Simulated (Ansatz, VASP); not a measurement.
**Two plane-wave programs on CuSn2**

File INCAR:

```
SYSTEM = CuSn2
PREC     = Accurate       ! precision mode
ENCUT    = 600            ! plane-wave cutoff, eV
EDIFF    = 1E-7           ! SCF threshold, eV
ISMEAR   = 0              ! smearing method
SIGMA    = 0.1            ! smearing width, eV
LREAL    = .FALSE.        ! projectors in reciprocal space
LASPH    = .TRUE.         ! aspherical terms in the spheres
NELM     = 80             ! most SCF steps
ALGO     = Fast           ! electronic algorithm
ISIF     = 3              ! what is computed and relaxed
LWAVE    = .FALSE.        ! write WAVECAR
LCHARG   = .FALSE.        ! write CHGCAR
GGA      = PE             ! functional
IBRION   = 2              ! ionic algorithm
NSW      = 90             ! ionic steps
EDIFFG   = -0.04          ! ionic threshold
```

File KPOINTS:

```
Automatic mesh
0
G
  6 6 1
  0 0 0
```

The input POSCAR:

```
CuSn2
1.0
    3.2084458000      0.0000000000      0.0000000000
   -1.6042229000      2.7785955700      0.0000000000
    0.0000000000      0.0000000000     15.4613900100
Cu Sn
2 4
Direct
    0.3333333300      0.6666666700      0.4166666700
    0.6666666700      0.3333333300      0.5833333300
    0.3333333300      0.6666666700      0.7500000000
    0.3333333300      0.6666666700      0.0833333300
    0.6666666700      0.3333333300      0.9166666700
    0.6666666700      0.3333333300      0.2500000000
```

Input for Ansatz:

```yaml
crystal:
  lattice:
    - [3.2084458, 0.0, 0.0]
    - [-1.6042229, 2.77859557, 0.0]
    - [0.0, 0.0, 15.46139001]
  atoms:
    - { symbol: Cu, position: [0.33333333, 0.66666667, 0.41666667] }
    - { symbol: Cu, position: [0.66666667, 0.33333333, 0.58333333] }
    - { symbol: Sn, position: [0.33333333, 0.66666667, 0.75] }
    - { symbol: Sn, position: [0.33333333, 0.66666667, 0.08333333] }
    - { symbol: Sn, position: [0.66666667, 0.33333333, 0.91666667] }
    - { symbol: Sn, position: [0.66666667, 0.33333333, 0.25] }
basis:
  ecutwfc: 420
kpoints:
  mp_grid: { grid: [6, 6, 1] }
hamiltonian:
  xc: pbe
scf:
  occupations: { method: gaussian, width: 0.1 }
  lower_state_search: "off"
output:
  forces: true
  stress: true
  eigenvalues: true
relax:
  adjacent_minimum: "off"
  f_tol: 0.04
  max_steps: 70
  cell: { stress_tol: 0.4 }
```

Alike in both runs: task relaxation of cell and atoms; functional PBE; k mesh 6 × 6 × 1; occupations gaussian, width 0.1 eV; no spin polarisation.

```csv
,VASP,Ansatz
version,VASP 6.6.1,Ansatz 0.2.0
potentials or method,"VASP PAW PBE potentials, release 64 (Cu, Sn_d), cutoff 600 eV","scalar-relativistic, plane waves, PAW"
valence electrons in the cell,78,94
```

Ansatz gave:

* gap on the k mesh at the Fermi level, each at its own relaxed structure (eV): none
* relaxed volume (Å³/atom): 22.67
* relaxed cell length with the largest relative difference (Å): 14.787

Problem. Estimate VASP's values.

Solution. gap on the k mesh at the Fermi level, each at its own relaxed structure (eV): none; relaxed volume (Å³/atom): 22.78; relaxed cell length with the largest relative difference (Å): 14.820.

A gap of «none» marks a metal or a gap that the smearing closes. VASP's potentials hold 78 valence electrons a cell and Ansatz's 94, so a difference there can come from the potentials and not from the codes.

The k mesh is coarse, so the values compare programs but aren't converged.
